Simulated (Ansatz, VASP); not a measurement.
Two plane-wave programs on Al2Cu

```
Al Cu
1.0
     4.06129    0.00000    0.00000
     0.00000    4.06129    0.00000
     0.00000    0.00000    2.84975
Al Cu
2 1
Direct
  0.50000 0.00000 0.50000
  0.00000 0.50000 0.50000
  0.00000 0.00000 0.00000
```

Alike in both runs: functional PBE; dispersion D3(BJ); k mesh 10 × 10 × 14; occupations gaussian, width 0.1 eV; no spin polarisation.

Ansatz relaxed the structure, and its values are those at the end. VASP's run is a single point on that final structure, the one shown.

```csv
,VASP,Ansatz
version,VASP 6.6.1,Ansatz 0.2.0
potentials or method,"VASP PAW PBE potentials, release 64 (Al, Cu), cutoff 520 eV","scalar-relativistic, plane waves, PAW"
valence electrons in the cell,17,25
```

```csv
,VASP,Ansatz,Ansatz less VASP
gap on the k mesh at the Fermi level (eV),none,none,-
pressure (GPa),0.1,0.0,-0.12
```

A gap of «none» marks a metal or a gap that the smearing closes. VASP's potentials hold 17 valence electrons a cell and Ansatz's 25, so a difference there can come from the potentials and not from the codes.
